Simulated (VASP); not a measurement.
## Si11Pd10Au3: single point with PBE

Si11Pd10Au3:

```
CELL_PARAMETERS angstrom
7.23620 0.00026 -0.08744
0.00026 7.07583 0.06643
-0.08744 0.06643 7.52199
ATOMIC_POSITIONS crystal
Si 0.27340 0.96499 0.71145
Si 0.30703 0.65664 0.98654
Si 0.84601 0.08846 0.63338
Si 0.71464 0.39644 0.65989
Si 0.28042 0.47539 0.35897
Si 0.68297 0.98786 0.95948
Si 0.91493 0.75184 0.63937
Si 0.21285 0.30779 0.65031
Si 0.99101 0.73406 0.08011
Si 0.98113 0.45131 0.91200
Si 0.64689 0.66940 0.81901
Pd 0.36651 0.59354 0.69523
Pd 0.81760 0.91959 0.26001
Pd 0.01862 0.03634 0.91843
Pd 0.07731 0.17696 0.37180
Pd 0.76287 0.25169 0.08219
Pd 0.59985 0.20905 0.41189
Pd 0.51585 0.19063 0.77816
Pd 0.56189 0.89366 0.57356
Pd 0.20288 0.82197 0.43757
Pd 0.91061 0.51533 0.41365
Au 0.39337 0.96358 0.14923
Au 0.59321 0.61046 0.15661
Au 0.28771 0.34787 0.04087
```

- Program: VASP 6.6.1
- Task: single point
- Functional: PBE
- Potentials or basis: VASP PAW PBE potentials, release 64 (Si, Pd, Au)
- Cutoff: 400 eV
- k mesh: 1 × 1 × 1, shifted
- Occupations: fermi-dirac, width 0.1534 eV
- Spin: no spin polarisation

```yaml
Pressure: 4.8 GPa
Largest_force: 3.482 eV/Å
Band_gap_on_the_k_mesh: zero (an odd number of electrons rules out a gap without spin polarisation)
```

Forces on the atoms (eV/Å):
```
Si  -0.692 -0.646 -0.174
Si  -0.616  3.200  0.666
Si   0.540 -0.087 -0.988
Si   1.926  1.438 -1.154
Si  -0.528  0.191  0.133
Si   0.034 -2.778  0.149
Si   0.537  0.110 -0.530
Si  -1.485 -0.986 -0.770
Si   0.415 -0.425  0.324
Si  -1.073 -0.378 -0.610
Si   1.376  1.081  1.110
Pd  -0.459 -0.125 -1.074
Pd   0.187 -0.744  0.879
Pd   0.970  0.175 -0.173
Pd   0.348  0.516  0.257
Pd   0.392  2.905  1.205
Pd  -0.021  1.809 -0.768
Pd  -1.951  0.439  1.187
Pd   0.177 -1.713 -0.447
Pd  -0.910 -1.253 -0.546
Pd  -0.153  0.605 -0.705
Au   0.039  0.622  0.016
Au   0.678 -0.650  0.963
Au   0.268 -3.308  1.053
```

Stress tensor (GPa, compression positive):
```
 3.76  0.61  0.09
 0.61  9.07 -1.03
 0.09 -1.03  1.71
```

Levels at points of the mesh, in eV from the Fermi level:
```
           k point  band 86  band 87  band 88  band 89  band 90  band 91  band 92  band 93
(0.25, 0.25, 0.25)    -0.56    -0.41    -0.16    -0.05     0.23     0.41     0.54     0.73
```

Run time: 47 s on 1 thread of Intel(R) Xeon(R) Platinum 8559C (Emerald Rapids), with other jobs on the host, peak memory 0.33 GiB.

Caveat: the atoms stand as in a frame of molecular dynamics; spin-orbit coupling is left out, which moves the levels of the heavy elements.
